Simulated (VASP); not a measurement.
Set up this calculation in VASP 6.6.1, as the native input.

| Quantity | Value |
| --- | --- |
| Task | single point |
| Functional | r2SCAN |
| Potentials or basis | VASP PAW PBE potentials, release 64 (Si, O) |
| Cutoff | 520 eV |
| k mesh | 6 × 6 × 6 |
| Occupations | gaussian, width 0.05 eV |
| Spin | no spin polarisation |
| Dipole correction | no |
| Further INCAR settings | ALGO = Normal; EDIFF = 1e-07; NBANDS = 25 |

Crystal: SiO2.

```
Si O
1.0
    -2.59691    2.59691    3.74777
     2.59691   -2.59691    3.74777
     2.59691    2.59691   -3.74777
Si O
2 4
Direct
  0.00000 0.00000 0.00000
  0.75000 0.25000 0.50000
  0.97317 0.62500 0.84817
  0.37500 0.22317 0.34817
  0.77683 0.12500 0.15183
  0.87500 0.02683 0.65183
```

This cell differs from its parent crystal: strain +0.050 along x and y, +0.025 along z.

The input as run:

POSCAR

```
SiO2
1.0
   -2.5969068771      2.5969068771      3.7477661409
    2.5969068771     -2.5969068771      3.7477661409
    2.5969068771      2.5969068771     -3.7477661409
Si O
2 4
Direct
    0.0000000000      0.0000000000      0.0000000000
    0.7500000000      0.2500000000      0.5000000000
    0.9731664718      0.6250000000      0.8481664718
    0.3750000000      0.2231664718      0.3481664718
    0.7768335282      0.1250000000      0.1518335282
    0.8750000000      0.0268335282      0.6518335282
```

INCAR.step1

```
SYSTEM = SiO2
PREC = Accurate
ENCUT = 520
ISMEAR = 0
SIGMA = 0.05
LREAL = .FALSE.
LASPH = .TRUE.
NELM = 80
NBANDS = 25
GGA = PE
ALGO = Normal
EDIFF = 1E-4
LWAVE = .TRUE.
LCHARG = .FALSE.
```

INCAR.step2

```
SYSTEM = SiO2
PREC = Accurate
ENCUT = 520
EDIFF = 1E-7
ISMEAR = 0
SIGMA = 0.05
LREAL = .FALSE.
LASPH = .TRUE.
NELM = 80
ALGO = Normal
ISIF = 2
LWAVE = .FALSE.
LCHARG = .FALSE.
METAGGA = R2SCAN
LMIXTAU = .TRUE.
NBANDS = 25
ISTART = 1
```

KPOINTS

```
regular mesh
0
G
  6 6 6
  0 0 0
```

Potentials or basis: VASP PAW PBE potentials, release 64 (Si, O).

Run with:

```console
$ cat potpaw_PBE.64/Si/POTCAR potpaw_PBE.64/O/POTCAR > POTCAR
$ cp INCAR.step1 INCAR
$ mpirun -np 1 vasp_std > vasp.out
$ cp INCAR.step2 INCAR
$ mpirun -np 1 vasp_std > vasp.out
```

It gave:

The pressure is -16.1 GPa. The largest force is 1.186 eV/Å and the band gap on the k mesh is 5.79 eV, direct.

Caveat: the cell differs from its parent crystal (strain +0.050 along x and y, +0.025 along z); the PAW data sets were made with another functional, which shifts forces and pressure a little.

Run time: 3.3 min on 1 thread of Intel(R) Xeon(R) 6975P-C (Granite Rapids), on a shared host, peak memory 0.27 GiB.
